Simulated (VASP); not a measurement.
Wanted: the native input for a VASP 6.6.1 run.

```yaml
Task: single point
Functional: PBE
Dispersion: D3(BJ)
Potentials_or_basis: VASP PAW PBE potentials, release 64 (C, H)
Cutoff: 520 eV
k_mesh: 2 × 2 × 1
Occupations: fermi-dirac, width 0.05 eV
Spin: collinear spin
Starting_moments: "[0.0, 0.09, 0.0, 0.0, 0.0, 0.09, 0.0, 0.09, 0.0, 0.08, 0.0, 0.08, 0.0, 0.0, 0.0, 0.0, 0.0, 0.08, 0.0] μB"
Dipole_correction: no
Further_INCAR_settings: ALGO = Normal; EDIFF = 1e-06; NBANDS = 56; NELMDL = -8
```

The structure of HC18 lies in POSCAR:

```
HC18
1.0
    7.3980000000      0.0000000000      0.0000000000
   -3.6990000000      6.4068560000      0.0000000000
    0.0000000000      0.0000000000     11.0000000000
C H
18 1
Direct
    0.0001724382      0.0005078934      0.0889790909
    0.2222169480      0.1115306790      0.0891964545
    0.0007268733      0.3349582073      0.0864129091
    0.2226723149      0.4455089985      0.0813131818
    0.0007280044      0.6666130782      0.0864197273
    0.2226740036      0.7780106186      0.0813300909
    0.3340705849     -0.0000440153      0.0864320909
    0.5533661366      0.1068950200      0.0924237273
    0.3340671004      0.3349582073      0.0864090909
    0.5533589710      0.4473208076      0.0923899091
    0.3335059225      0.6671751324      0.0803149091
    0.5551730783      0.7780109308      0.0813268182
    0.6657223465     -0.0000435471      0.0864306364
    0.8891509634      0.1115303668      0.0891968182
    0.6668394486      0.3338429957      0.1241453636
    0.8937956061      0.4473192468      0.0923972727
    0.6657220415      0.6666138587      0.0864145455
    0.8891489502      0.7784609175      0.0891948182
    0.6668598836      0.3339079261      0.2265453636
```

One way to write it, as run:

INCAR

```
PREC = Accurate ; ENCUT = 520
EDIFF = 1E-6 ; ISMEAR = -1
SIGMA = 0.05 ; LREAL = F
LASPH = T ; NELM = 200
ALGO = Normal ; ISIF = 2
LWAVE = F ; LCHARG = T
ISPIN = 2 ; MAGMOM = 0 0.09 0 0 0 0.09 0 0.09 0 0.08 0 0.08 0 0 0 0 0 0.08 0
LORBIT = 11 ; GGA = PE
IVDW = 12 ; LELF = T
LVHAR = T ; NBANDS = 56
GGA_COMPAT = F ; NELMDL = -8
```

KPOINTS

```
regular mesh
0
Gamma
  2 2 1
```

Potentials or basis: VASP PAW PBE potentials, release 64 (C, H).

Command:

```console
$ cat potpaw_PBE.64/C/POTCAR potpaw_PBE.64/H/POTCAR > POTCAR
$ mpirun -np 1 vasp_std > vasp.out
```

Results of the run:

The largest force is 0.027 eV/Å and the band gap on the k mesh is 0.26 eV. The net moment is 1.03 μB per cell. The site moments are C -0.04, +0.12, -0.06, +0.06, +0.13, -0.03, -0.02 (each value once); H +0.05 μB. The valence electrons inside the program's atomic spheres are C 2.65, 2.64, 2.66, 2.63 (each value once); H 0.65 and the dispersion energy per atom is -0.087 eV.

Caveat: the k points lie up to 0.49 Å⁻¹ apart; a moment this small can come from the mesh or the smearing; there is no dipole correction, which matters where the two faces differ.

Run time: 12 min on 1 thread of Oxide Virtual Turin-like Processor (shared host), peak memory 0.79 GiB.
